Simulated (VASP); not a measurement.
Wanted: the native input for a VASP 6.6.1 run.

| Quantity | Value |
| --- | --- |
| Task | single point |
| Functional | PBE |
| Dispersion | D3(BJ) |
| Potentials or basis | VASP PAW PBE potentials, release 64 (Mg) |
| Cutoff | 520 eV |
| k mesh | 10 × 10 × 5 |
| Occupations | fermi-dirac, width 0.05 eV |
| Spin | no spin polarisation |
| Dipole correction | no |
| Further INCAR settings | ALGO = Normal; EDIFF = 1e-07; NBANDS = 9 |

The structure of Mg lies in POSCAR:

```
Mg
1.0
    3.1111552052      0.0000000000      0.0000000000
   -1.5555776026      2.6943394428      0.0000000000
    0.0000000000      0.0000000000      5.1942414708
Mg
2
Direct
    0.6666666667      0.3333333333      0.7500000000
    0.3333333333      0.6666666667      0.2500000000
```

One way to write it, as run:

INCAR

```
SYSTEM = Mg
ALGO = Normal
EDIFF = 1E-7
ENCUT = 520
GGA = PE
ISIF = 2
ISMEAR = -1
IVDW = 12
LASPH = .True.
LCHARG = .True.
LELF = .True.
LREAL = .False.
LVHAR = .True.
LWAVE = .False.
NBANDS = 9
NELM = 80
PREC = Accurate
SIGMA = 0.05
```

KPOINTS

```
k-points
0
Gamma
  10 10 5
  0 0 0
```

Potentials or basis: VASP PAW PBE potentials, release 64 (Mg).

Launch:

```console
$ cat potpaw_PBE.64/Mg/POTCAR > POTCAR
$ mpirun -np 1 vasp_std > vasp.out
```

It gave:

```json
{"Pressure": "-0.1 GPa", "Band gap on the k mesh": "zero (band 2 reaches 3.47 eV, above the bottom of band 3 at 1.42 eV)", "Dispersion energy per atom": "-0.299 eV"}
```

Caveat: pairwise dispersion overbinds metals, which lowers pressure and volume.

It took 9.3 s on 1 thread of Intel Xeon 6975P-C, on a shared host, peak memory 0.17 GiB.
